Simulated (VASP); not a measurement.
# Cs (Fm-3m) in VASP: notebook, part 2 of 2

VASP 6.6.1. The steps go on from the part before.

### Step 5. Relaxation of cell and atoms, PBE, target pressure 1.3 GPa, at which the enthalpy is minimised

INCAR

```
SYSTEM = Cs
PREC = Accurate ; ENCUT = 600
EDIFF = 1E-6 ; ISMEAR = -1
SIGMA = 0.05 ; LREAL = .FALSE.
LASPH = .TRUE. ; NELM = 60
ALGO = Normal ; ISIF = 3
LWAVE = .FALSE. ; LCHARG = .FALSE.
GGA = PE ; IBRION = 2
NSW = 60 ; EDIFFG = -0.005
PSTRESS = 13.0
```

KPOINTS

```
Automatic mesh
0
G
  10 10 10
  0 0 0
```

POSCAR

```
Cs
1.0
    0.0000000000      3.4275636976      3.4275636976
    3.4275636976      0.0000000000      3.4275636976
    3.4275636976      3.4275636976      0.0000000000
Cs
1
Direct
    0.0000000000      0.0000000000      0.0000000000
```

Potentials or basis: VASP PAW PBE potentials, release 64 (Cs_sv).

The run is started by

```sh
$ cat potpaw_PBE.64/Cs_sv/POTCAR > POTCAR
$ mpirun -np 1 vasp_std > vasp.out
```

OUTCAR:

```text
SYSTEM = Cs
   PREC = Accurate
   ENCUT = 600
   EDIFF = 1E-6
   ISMEAR = -1
   LREAL = .FALSE.
   LASPH = .TRUE.
   NELM = 60
   ISIF = 3
   GGA = PE
   IBRION = 2
   NSW = 60
   EDIFFG = -0.005
   PSTRESS = 13.0

 ion  position               nearest neighbor table
   1  0.000  0.000  0.000-

  LATTYP: Found a face centered cubic cell.
 ALAT       =     6.8551273952

  Lattice vectors:

 A1 = (   0.0000000000,   3.4275636976,   3.4275636976)
 A2 = (   3.4275636976,   0.0000000000,   3.4275636976)
 A3 = (   3.4275636976,   3.4275636976,   0.0000000000)

Analysis of symmetry for initial positions (statically):
=====================================================================
 Subroutine PRICEL returns:
 Original cell was already a primitive cell.

 Routine SETGRP: Setting up the symmetry group for a
 face centered cubic supercell.

 Subroutine GETGRP returns: Found 48 space group operations
 (whereof 48 operations were pure point group operations)
 out of a pool of 48 trial point group operations.

The static configuration has the point symmetry O_h .

Analysis of symmetry for dynamics (positions and initial velocities):
=====================================================================
 Subroutine PRICEL returns:
 Original cell was already a primitive cell.

 Routine SETGRP: Setting up the symmetry group for a
 face centered cubic supercell.

 Subroutine GETGRP returns: Found 48 space group operations
 (whereof 48 operations were pure point group operations)
 out of a pool of 48 trial point group operations.

The dynamic configuration has the point symmetry O_h .

 Subroutine INISYM returns: Found 48 space group operations
 (whereof 48 operations are pure point group operations),
 and found     1 'primitive' translations

----------------------------------------------------------------------------------------

                                     Primitive cell

  volume of cell :      80.5354

  direct lattice vectors                    reciprocal lattice vectors
     0.000000000  3.427563698  3.427563698    -0.145876209  0.145876209  0.145876209
     3.427563698  0.000000000  3.427563698     0.145876209 -0.145876209  0.145876209
     3.427563698  3.427563698  0.000000000     0.145876209  0.145876209 -0.145876209

  length of vectors
     4.847307067  4.847307067  4.847307067     0.252665006  0.252665006  0.252665006

  position of ions in fractional coordinates (direct lattice)
     0.000000000  0.000000000  0.000000000

  ion indices of the primitive-cell ions
   primitive index   ion index
                 1           1

----------------------------------------------------------------------------------------

 KPOINTS: Automatic mesh

Automatic generation of k-mesh.
 Grid dimensions read from file:
 generate k-points for:   10   10   10

 Generating k-lattice:

  Cartesian coordinates                     Fractional coordinates (reciprocal lattice)
    -0.014587621  0.014587621  0.014587621     0.100000000  0.000000000  0.000000000
     0.014587621 -0.014587621  0.014587621     0.000000000  0.100000000  0.000000000
     0.014587621  0.014587621 -0.014587621     0.000000000  0.000000000  0.100000000

  Length of vectors
     0.025266501  0.025266501  0.025266501

  Shift w.r.t. Gamma in fractional coordinates (k-lattice)
     0.000000000  0.000000000  0.000000000

 Subroutine IBZKPT returns following result:
 ===========================================

 Found     47 irreducible k-points:

 Following reciprocal coordinates:
            Coordinates               Weight
  0.000000  0.000000  0.000000      1.000000
  0.100000  0.000000  0.000000      8.000000
  0.200000  0.000000  0.000000      8.000000
  0.300000  0.000000  0.000000      8.000000
  0.400000  0.000000  0.000000      8.000000
  0.500000  0.000000  0.000000      4.000000
[... 16 lines left out ...]
  0.300000  0.300000  0.000000      6.000000
  0.400000  0.300000  0.000000     24.000000
 [... further k-points ...]
   k-points           NKPTS =     47   k-points in BZ     NKDIM =     47   number of bands    NBANDS=      8
   number of dos      NEDOS =    301   number of ions     NIONS =      1
   total plane-waves  NPLWV =  64000
   dimension x,y,z NGX =    40 NGY =   40 NGZ =   40
   dimension x,y,z NGXF=    80 NGYF=   80 NGZF=   80
   ions per type =               1
   NGX,Y,Z   is equivalent  to a cutoff of  13.72, 13.72, 13.72 a.u.
   NGXF,Y,Z  is equivalent  to a cutoff of  27.44, 27.44, 27.44 a.u.
 SYSTEM =  Cs
   PREC   = accura    normal or accurate (medium, high low for compatibility)
   ISTART =      0    job   : 0-new  1-cont  2-samecut
   ICHARG =      2    charge: 1-file 2-atom 10-const
   ISPIN  =      1    spin polarized calculation?
   LNONCOLLINEAR =      F non collinear calculations
   LSORBIT =      F    spin-orbit coupling
   LASPH  =      T    aspherical Exc in radial PAW
   ENCUT  =  600.0 eV  44.10 Ry    6.64 a.u.   9.68  9.68  9.68*2*pi/ulx,y,z
   NELM   =     60;   NELMIN=  2; NELMDL= -5     # of ELM steps
   EDIFF  = 0.1E-05   stopping-criterion for ELM
   LREAL  =      F    real-space projection
   EDIFFG = -.5E-02   stopping-criterion for IOM
   NSW    =     60    number of steps for IOM
   IBRION =      2    ionic relax: 0-MD 1-quasi-New 2-CG
   NFREE  =      1    steps in history (QN), initial steepest desc. (CG)
   ISIF   =      3    stress and relaxation
   ISYM   =      2    0-nonsym 1-usesym 2-fastsym
   POTIM  = 0.5000    time-step for ionic-motion
   TEBEG  =    0.0;   TEEND  =   0.0 temperature during run
   PSTRESS=   13.0 pullay stress
   NELECT =       9.0000    total number of electrons
   NUPDOWN=      -1.0000    fix difference up-down
   EMIN   =  10.00;   EMAX   =-10.00  energy-range for DOS
   EFERMI =   0.00;   METHOD = LEGACY
   ISMEAR =    -1;   SIGMA  =   0.05  broadening in eV -4-tet -1-fermi 0-gaus
   EFERMI_NEDOS =   21; number of points for ismear=-14 and -15
   IALGO  =     38    algorithm
   IMIX   =      4    mixing-type and parameters
     AMIX     =   0.40;   BMIX     =  1.00
     AMIX_MAG =   1.60;   BMIX_MAG =  1.00
  volume/ion in A,a.u.               =      80.54       543.48
  Fermi-wavevector in a.u.,A,eV,Ry     =   0.788546  1.490135  8.460159  0.621804
  Thomas-Fermi vector in A             =   1.893509
   LORBIT       =      0    0 simple, 1 ext, 2 COOP (PROOUT), +10 PAW based schemes
   GGA     = PE    functional components
   LHFCALC =     F    Hartree Fock is set to
   AEXX    =    0.0000 exact exchange contribution
   IVDW    =     0    specifies the selected vdW correction
   LEPSILON=     F    determine dielectric tensor
   LRPA    =     F    only Hartree local field effects (RPA)
 conjugate gradient relaxation of ions
 non-spin polarized calculation
  energy-cutoff  :      600.00
  volume of cell :       80.54
 maximum number of plane-waves:      2733
   NGX = 19   NGY = 19   NGZ = 19

 number of electron       9.0000001 magnetization

 Free energy of the ion-electron system (eV)
  ---------------------------------------------------
  ext. energy  EPLUGINS =         0.00000000
  ---------------------------------------------------
  free energy    TOTEN  =        -0.73503514 eV

  energy without entropy =       -0.71968647  energy(sigma->0) =       -0.72736081

 E-fermi :   1.5220     XC(G=0):  -6.3937

 val. band max:        1.5119447943   @ k =   0.5000   0.2000   0.1000
 cond. band min:       1.5241740803   @ k =   0.5000   0.4000   0.0000
 fundamental gap:      0.0122292860
 Fermi energy:         1.5219913802

 k-point     1 :       0.0000    0.0000    0.0000
  band No.  band energies     occupation
      1     -22.2078      2.00000
      2      -8.8419      2.00000
      3      -8.8419      2.00000
      4      -8.8419      2.00000
      5      -0.4970      2.00000
      6       4.1443      0.00000
      7       4.1443      0.00000
      8       4.1443      0.00000
[... 243 lines left out ...]
 k-point    24 :       0.4000    0.3000    0.0000
  band No.  band energies     occupation
      1     -22.1742      2.00000
      2      -9.1705      2.00000
      3      -8.9724      2.00000
      4      -8.9582      2.00000
      5       1.3145      1.96893
      6       2.5612      0.00000
      7       3.3684      0.00000
      8       5.2727      0.00000

 [... further k-points ...]

------------------------ aborting loop because EDIFF is reached ----------------------------------------

  FORCE on cell =-STRESS in cart. coord.  units (eV):
  Direction    XX          YY          ZZ          XY          YZ          ZX
  --------------------------------------------------------------------------------------
  -------------------------------------------------------------------------------------
  Total        0.6554554      0.6554554      0.6554554      0.0000000      0.0000000      0.0000000
  in kB       13.0396852     13.0396852     13.0396852      0.0000000      0.0000000      0.0000000
  external PRESSURE =       0.0396852 kB  Pullay stress =      13.0000000 kB

 VOLUME and BASIS-vectors are now :
 -----------------------------------------------------------------------------
  energy-cutoff  :      600.00
  volume of cell :       80.54
      direct lattice vectors                 reciprocal lattice vectors
     0.000000000  3.427563698  3.427563698    -0.145876209  0.145876209  0.145876209
     3.427563698  0.000000000  3.427563698     0.145876209 -0.145876209  0.145876209
     3.427563698  3.427563698  0.000000000     0.145876209  0.145876209 -0.145876209

 POSITION                                       TOTAL-FORCE (eV/Angst)
 -----------------------------------------------------------------------------------
      0.00000      0.00000      0.00000        -0.000000      0.000000     -0.000000
 -----------------------------------------------------------------------------------
    total drift:                               -0.000000     -0.000000     -0.000000

  FREE ENERGIE OF THE ION-ELECTRON SYSTEM (eV)
  ---------------------------------------------------
  free  energy   TOTEN  =        -0.7350351389 eV

  energy  without entropy=       -0.7196864739  energy(sigma->0) =       -0.72736081

  enthalpy is  TOTEN    =        -0.0815745965 eV   P V=        0.6534605424

 reached required accuracy - stopping structural energy minimisation
```

OSZICAR:

```text
N       E                     dE             d eps       ncg     rms          rms(c)
DAV:   1     0.519281019660E+02    0.51928E+02   -0.35510E+03   752   0.924E+02
DAV:   2     0.276919516014E+01   -0.49159E+02   -0.48449E+02  1032   0.133E+02
DAV:   3    -0.707606970346E+00   -0.34768E+01   -0.34754E+01   800   0.432E+01
DAV:   4    -0.738204848248E+00   -0.30598E-01   -0.30597E-01  1304   0.493E+00
DAV:   5    -0.738240168907E+00   -0.35321E-04   -0.35320E-04   888   0.105E-01    0.205E-01
DAV:   6    -0.735554155507E+00    0.26860E-02   -0.42523E-03  1072   0.371E-01    0.113E-01
DAV:   7    -0.734894569702E+00    0.65959E-03   -0.53999E-03   816   0.431E-01    0.514E-02
DAV:   8    -0.735034441577E+00   -0.13987E-03   -0.15561E-04   960   0.115E-01    0.543E-03
DAV:   9    -0.735035721119E+00   -0.12795E-05   -0.16852E-06  1352   0.104E-02    0.346E-03
DAV:  10    -0.735034649756E+00    0.10714E-05   -0.97152E-07   904   0.715E-03    0.710E-04
DAV:  11    -0.735035138872E+00   -0.48912E-06   -0.64742E-08   568   0.225E-03
   1 F= -.81574597E-01 E0= -.73900264E-01  d E =-.815746E-01
```

It took 26 s on 1 thread of Intel Xeon 6975P-C (Granite Rapids), shared host; peak memory 0.24 GiB.

What came out:

| Property | Result |
| --- | --- |
| Free energy | -0.7350 eV |
| Pressure after relaxing | 1.3 GPa |
| Band gap on the k mesh | zero (an odd number of electrons rules out a gap without spin polarisation) |

Final structure:
```
Cs
1.0
     0.00000    3.42756    3.42756
     3.42756    0.00000    3.42756
     3.42756    3.42756    0.00000
Cs
1
Cartesian
  0.0000 0.0000 0.0000
```

Caveat: the relaxation stopped at its first step, so nothing moved; the cell is relaxed towards a set pressure, so the run minimises the enthalpy, not the energy; spin-orbit coupling is left out, which moves the levels of the heavy elements.

### Step 6. The runs side by side

```tsv
task	cell	k mesh	cutoff (eV)	gap on the mesh (eV)	pressure (GPa)
single point	a = 4.847 Å, angles 60.0°, 1 atom	10 × 10 × 10	520	none	1.3
single point	a = 5.483 Å, angles 60.0°, 1 atom	9 × 9 × 9	520	none	0.0
relaxation of cell and atoms	relaxed to 1.3 GPa from a = 4.847 Å, angles 60.0°, 1 atom	10 × 10 × 10	600	none	1.3
```

Alike in all rows: level PBE; potentials or basis VASP PAW PBE potentials, release 64 (Cs_sv); no spin polarisation; smearing fermi-dirac 0.05 eV.

Caveats: spin-orbit coupling is left out, which moves the levels of the heavy elements; the relaxation stopped at its first step, so nothing moved (at least some runs); the cell is relaxed towards a set pressure, so the run minimises the enthalpy, not the energy (at least some runs).

Total energies depend on the potentials used, so only differences within one code and one set of settings carry meaning.
